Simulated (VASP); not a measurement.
# Al8H in VASP: relaxation of the atoms with PBE

Aim: the relaxation of the atoms of Al8H with PBE.

Everything below comes from runs of VASP 6.6.1. Logs are shortened: lines on timing, memory, paths and dates and some standing lists are left out, and cuts for length are marked.

### 1 The cell of the first run

The cell holds a slab with vacuum, 9 atoms: a = 2.854 Å, b = 2.854 Å, c = 31.975 Å, α = 90.00°, β = 90.00°, γ = 120.00°.

### 2 Relaxation of the atoms, PBE

File INCAR:

```
PREC = Accurate
ENCUT = 520
EDIFF = 1E-7
ISMEAR = 0
SIGMA = 0.1
LREAL = False
LASPH = True
NELM = 80
ALGO = Normal
ISIF = 2
LWAVE = False
LCHARG = False
LDIPOL = True
IDIPOL = 3
DIPOL = 0.5 0.5 0.415
GGA = PE
IBRION = 2
NSW = 50
EDIFFG = -0.025
```

File KPOINTS:

```
regular mesh
0
Gamma
  9 9 1
```

File POSCAR:

```
Al8H
1.0
    2.8535431553      0.0000000000      0.0000000000
   -1.4267715776      2.4712408633      0.0000000000
    0.0000000000      0.0000000000     31.9749291745
Al H
8 1
Selective dynamics
Direct
    0.3333333333      0.6666666667      0.1250980097  F F F
    0.0000000000      0.0000000000      0.1984481219  F F F
    0.6666666667      0.3333333333      0.2717982342  F F F
    0.0000000000      0.0000000000      0.3451483464  F F F
    0.3333333333      0.6666666667      0.4179223923  F F F
    0.0000000000      0.0000000000      0.4916598226  F F F
    0.6666666667      0.3333333333      0.5654146322  F F F
    0.0000000000      0.0000000000      0.6403432221  T T T
    0.8333333333      0.1666666667      0.6799506423  F F T
```

Potentials or basis: VASP PAW PBE potentials, release 64 (Al, H).

On the command line:

```
$ cat potpaw_PBE.64/Al/POTCAR potpaw_PBE.64/H/POTCAR > POTCAR
$ mpirun -np 1 vasp_std > vasp.out
```

OUTCAR:

```text
PREC = Accurate
   ENCUT = 520
   EDIFF = 1E-7
   ISMEAR = 0
   LREAL = False
   LASPH = True
   NELM = 80
   ISIF = 2
   GGA = PE
   IBRION = 2
   NSW = 50
   EDIFFG = -0.025

 ion  position               nearest neighbor table
   1  0.333  0.667  0.125-   2 2.87   2 2.87   2 2.87
   2  0.000  0.000  0.198-   1 2.87   1 2.87   1 2.87   3 2.87   3 2.87   3 2.87
   3  0.667  0.333  0.272-   4 2.87   4 2.87   4 2.87   2 2.87   2 2.87   2 2.87
   4  0.000  0.000  0.345-   5 2.85   5 2.85   5 2.85   3 2.87   3 2.87   3 2.87
   5  0.333  0.667  0.418-   4 2.85   4 2.85   4 2.85   6 2.88   6 2.88   6 2.88
   6  0.000  0.000  0.492-   5 2.88   5 2.88   5 2.88   7 2.88   7 2.88   7 2.88
   7  0.667  0.333  0.565-   6 2.88   6 2.88   6 2.88   8 2.91   8 2.91   8 2.91
   8  0.000  0.000  0.640-   9 1.51   7 2.91   7 2.91   7 2.91
   9  0.833  0.167  0.680-   8 1.51

  LATTYP: Found a hexagonal cell.
 ALAT       =     2.8535431553
 C/A-ratio  =    11.2053427736

  Lattice vectors:

 A1 = (   2.8535431553,   0.0000000000,   0.0000000000)
 A2 = (  -1.4267715776,   2.4712408633,   0.0000000000)
 A3 = (   0.0000000000,   0.0000000000,  31.9749291745)

Analysis of symmetry for initial positions (statically):
=====================================================================
 Subroutine PRICEL returns:
 Original cell was already a primitive cell.

 Routine SETGRP: Setting up the symmetry group for a
 hexagonal supercell.

 Subroutine GETGRP returns: Found  2 space group operations
 (whereof  2 operations were pure point group operations)
 out of a pool of 24 trial point group operations.

The static configuration has the point symmetry C_1h.

Analysis of symmetry for dynamics (positions and initial velocities):
=====================================================================
 Subroutine PRICEL returns:
 Original cell was already a primitive cell.

 Routine SETGRP: Setting up the symmetry group for a
 hexagonal supercell.

 Subroutine GETGRP returns: Found  2 space group operations
 (whereof  2 operations were pure point group operations)
 out of a pool of 24 trial point group operations.

The dynamic configuration has the point symmetry C_1h.

Analysis of constrained symmetry for selective dynamics:
=====================================================================
 Subroutine PRICEL returns:
 Original cell was already a primitive cell.

 Routine SETGRP: Setting up the symmetry group for a
 hexagonal supercell.

 Subroutine GETGRP returns: Found  2 space group operations
 (whereof  2 operations were pure point group operations)
 out of a pool of 24 trial point group operations.

The constrained configuration has the point symmetry C_1h.

 Subroutine INISYM returns: Found  2 space group operations
 (whereof  2 operations are pure point group operations),
 and found     1 'primitive' translations

----------------------------------------------------------------------------------------

                                     Primitive cell

  volume of cell :     225.4806

  direct lattice vectors                    reciprocal lattice vectors
     2.853543155  0.000000000  0.000000000     0.350441520  0.202327506  0.000000000
    -1.426771578  2.471240863  0.000000000     0.000000000  0.404655012  0.000000000
     0.000000000  0.000000000 31.974929175     0.000000000  0.000000000  0.031274502

  length of vectors
     2.853543155  2.853543155 31.974929175     0.404655012  0.404655012  0.031274502

  position of ions in fractional coordinates (direct lattice)
     0.333333333  0.666666667  0.125098010
     0.000000000  0.000000000  0.198448122
     0.666666667  0.333333333  0.271798234
     0.000000000  0.000000000  0.345148346
     0.333333333  0.666666667  0.417922392
     0.000000000  0.000000000  0.491659823
     0.666666667  0.333333333  0.565414632
     0.000000000  0.000000000  0.640343222
     0.833333333  0.166666667  0.679950642

  ion indices of the primitive-cell ions
   primitive index   ion index
                 1           1
                 2           2
                 3           3
                 4           4
                 5           5
                 6           6
                 7           7
                 8           8
                 9           9

----------------------------------------------------------------------------------------

 KPOINTS: regular mesh

Automatic generation of k-mesh.
 Grid dimensions read from file:
 generate k-points for:    9    9    1

 Generating k-lattice:

  Cartesian coordinates                     Fractional coordinates (reciprocal lattice)
     0.038937947  0.022480834  0.000000000     0.111111111 -0.000000000  0.000000000
     0.000000000  0.044961668  0.000000000     0.000000000  0.111111111  0.000000000
     0.000000000  0.000000000  0.031274502     0.000000000  0.000000000  1.000000000

  Length of vectors
     0.044961668  0.044961668  0.031274502

  Shift w.r.t. Gamma in fractional coordinates (k-lattice)
     0.000000000  0.000000000  0.000000000

 Subroutine IBZKPT returns following result:
 ===========================================

 Found     25 irreducible k-points:

 Following reciprocal coordinates:
            Coordinates               Weight
  0.000000  0.000000  0.000000      1.000000
  0.111111  0.000000  0.000000      4.000000
 -0.111111  0.111111  0.000000      2.000000
  0.222222  0.000000  0.000000      4.000000
 -0.222222  0.222222  0.000000      2.000000
  0.333333  0.000000  0.000000      4.000000
[... 16 lines left out ...]
 -0.222222 -0.444444  0.000000      4.000000
  0.444444  0.333333  0.000000      4.000000
   k-points           NKPTS =     25   k-points in BZ     NKDIM =     25   number of bands    NBANDS=     17
   number of dos      NEDOS =    301   number of ions     NIONS =      9
   total plane-waves  NPLWV = 138240
   dimension x,y,z NGX =    24 NGY =   24 NGZ =  240
   dimension x,y,z NGXF=    48 NGYF=   48 NGZF=  480
   ions per type =               8   1
   NGX,Y,Z   is equivalent  to a cutoff of  13.98, 13.98, 12.48 a.u.
   NGXF,Y,Z  is equivalent  to a cutoff of  27.96, 27.96, 24.96 a.u.
 SYSTEM =  unknown system
   PREC   = accura    normal or accurate (medium, high low for compatibility)
   ISTART =      0    job   : 0-new  1-cont  2-samecut
   ICHARG =      2    charge: 1-file 2-atom 10-const
   ISPIN  =      1    spin polarized calculation?
   LNONCOLLINEAR =      F non collinear calculations
   LSORBIT =      F    spin-orbit coupling
   LASPH  =      T    aspherical Exc in radial PAW
   ENCUT  =  520.0 eV  38.22 Ry    6.18 a.u.   5.31  5.31 59.45*2*pi/ulx,y,z
   NELM   =     80;   NELMIN=  2; NELMDL= -5     # of ELM steps
   EDIFF  = 0.1E-06   stopping-criterion for ELM
   LREAL  =      F    real-space projection
   EDIFFG = -.3E-01   stopping-criterion for IOM
   NSW    =     50    number of steps for IOM
   IBRION =      2    ionic relax: 0-MD 1-quasi-New 2-CG
   NFREE  =      1    steps in history (QN), initial steepest desc. (CG)
   ISIF   =      2    stress and relaxation
   ISYM   =      2    0-nonsym 1-usesym 2-fastsym
   POTIM  = 0.5000    time-step for ionic-motion
   TEBEG  =    0.0;   TEEND  =   0.0 temperature during run
   PSTRESS=    0.0 pullay stress
   NELECT =      25.0000    total number of electrons
   NUPDOWN=      -1.0000    fix difference up-down
   EMIN   =  10.00;   EMAX   =-10.00  energy-range for DOS
   EFERMI =   0.00;   METHOD = LEGACY
   ISMEAR =     0;   SIGMA  =   0.10  broadening in eV -4-tet -1-fermi 0-gaus
   EFERMI_NEDOS =   21; number of points for ismear=-14 and -15
   IALGO  =     38    algorithm
   IMIX   =      4    mixing-type and parameters
     AMIX     =   0.40;   BMIX     =  1.00
     AMIX_MAG =   1.60;   BMIX_MAG =  1.00
  volume/ion in A,a.u.               =      25.05       169.07
  Fermi-wavevector in a.u.,A,eV,Ry     =   0.786475  1.486223  8.415795  0.618544
  Thomas-Fermi vector in A             =   1.891021
   LORBIT       =      0    0 simple, 1 ext, 2 COOP (PROOUT), +10 PAW based schemes
   GGA     = PE    functional components
   LHFCALC =     F    Hartree Fock is set to
   AEXX    =    0.0000 exact exchange contribution
   IVDW    =     0    specifies the selected vdW correction
   LEPSILON=     F    determine dielectric tensor
   LRPA    =     F    only Hartree local field effects (RPA)
 conjugate gradient relaxation of ions
 non-spin polarized calculation
 Gauss-broadening in eV      SIGMA  =   0.10
  energy-cutoff  :      520.00
  volume of cell :      225.48
 maximum number of plane-waves:      6109
 NGX is ok and might be reduce to    24
   NGX = 11   NGY = 11   NGZ =119

 dipolmoment           0.000000      0.000000     -0.057069 electrons x Angstroem

--------------------------------------- Ionic step        1  -------------------------------------------

 number of electron      25.0000001 magnetization

 Free energy of the ion-electron system (eV)
  ---------------------------------------------------
  ext. energy  EPLUGINS =         0.00000000
  ---------------------------------------------------
  free energy    TOTEN  =       -31.96638326 eV

  energy without entropy =      -31.94343904  energy(sigma->0) =      -31.95491115

------------------------ aborting loop because EDIFF is reached ----------------------------------------

  FORCE on cell =-STRESS in cart. coord.  units (eV):
  Direction    XX          YY          ZZ          XY          YZ          ZX
  --------------------------------------------------------------------------------------
  -------------------------------------------------------------------------------------
  Total       -0.6615870     -0.6447175      2.3307211      0.0146094      0.6869018     -1.1897488
  in kB       -4.7009800     -4.5811120     16.5611990      0.1038087      4.8808576     -8.4538931
  external PRESSURE =       2.4263690 kB  Pullay stress =       0.0000000 kB
[... 331 lines left out ...]
--------------------------------------- Ionic step        9  -------------------------------------------

 number of electron      25.0000001 magnetization

 dipolmoment           0.000000      0.000000      0.039283 electrons x Angstroem

 Free energy of the ion-electron system (eV)
  ---------------------------------------------------
  ext. energy  EPLUGINS =         0.00000000
  ---------------------------------------------------
  free energy    TOTEN  =       -32.07915183 eV

  energy without entropy =      -32.05489204  energy(sigma->0) =      -32.06702193

 E-fermi :   2.8829     XC(G=0):  -6.6695

 val. band max:        2.8606895332   @ k =   0.4444   0.0000   0.0000
 cond. band min:       2.8830788000   @ k =   0.4444   0.3333   0.0000
 fundamental gap:      0.0223892668
 Fermi energy:         2.8829002537

 k-point     1 :       0.0000    0.0000    0.0000
  band No.  band energies     occupation
      1      -8.1748      2.00000
      2      -7.8986      2.00000
      3      -7.4903      2.00000
      4      -6.8561      2.00000
      5      -6.0982      2.00000
      6      -5.1648      2.00000
[... 457 lines left out ...]
      4      -1.4809      2.00000
      5      -0.8660      2.00000
      6      -0.1859      2.00000
[... 9 lines left out ...]
     16       2.9232      0.56855
     17       3.4619      0.00000

 [... further k-points ...]

------------------------ aborting loop because EDIFF is reached ----------------------------------------

 vacuum level on the upper side and lower side of the slab       (xc-potential included)         0.454        -0.614

  FORCE on cell =-STRESS in cart. coord.  units (eV):
  Direction    XX          YY          ZZ          XY          YZ          ZX
  --------------------------------------------------------------------------------------
  -------------------------------------------------------------------------------------
  Total       -1.1053739     -0.7771460      0.6069494      0.2842537      0.1840046     -0.3187053
  in kB       -7.8543574     -5.5220974      4.3127465      2.0197964      1.3074652     -2.2645961
  external PRESSURE =      -3.0212361 kB  Pullay stress =       0.0000000 kB
[... 24 lines left out ...]
  FREE ENERGIE OF THE ION-ELECTRON SYSTEM (eV)
  ---------------------------------------------------
  free  energy   TOTEN  =       -32.0791518258 eV

  energy  without entropy=      -32.0548920439  energy(sigma->0) =      -32.06702193

 reached required accuracy - stopping structural energy minimisation

 vacuum level on the upper side and lower side of the slab         7.888         6.824
```

It took 36 min on 1 thread of Intel Xeon 8259CL, shared host; peak memory 0.42 GiB.

Results:

- Free energy: -32.0792 eV
- Energy gained by relaxing: 12.5 meV/atom
- Ionic steps: 9

The path:
```
step  energy change (eV)  largest force on free atoms (eV/Å)  pressure (GPa)
   1              0.0000                              1.8527            0.24
   2             -0.1102                              0.2111           -0.31
   3             -0.1121                              0.0340           -0.26
   4             -0.1120                              0.0458           -0.26
   5             -0.1121                              0.0337           -0.26
   6             -0.1122                              0.0373           -0.26
   7             -0.1122                              0.0356           -0.26
   8             -0.1125                              0.0302           -0.28
   9             -0.1128                              0.0202           -0.30
```

Final structure:
```
Al H
1.0
     2.85354    0.00000    0.00000
    -1.42677    2.47124    0.00000
     0.00000    0.00000   31.97493
Al H
8 1
Cartesian
  0.0000 1.6475 4.0000
  0.0000 0.0000 6.3454
  1.4268 0.8237 8.6907
  0.0000 0.0000 11.0361
  0.0000 1.6475 13.3630
  0.0000 0.0000 15.7208
  1.4268 0.8237 18.0791
  -1.3756 2.4417 20.4193
  2.1402 0.4119 21.8098
```

Caveat: the highest band is partly filled, so the run has too few bands.
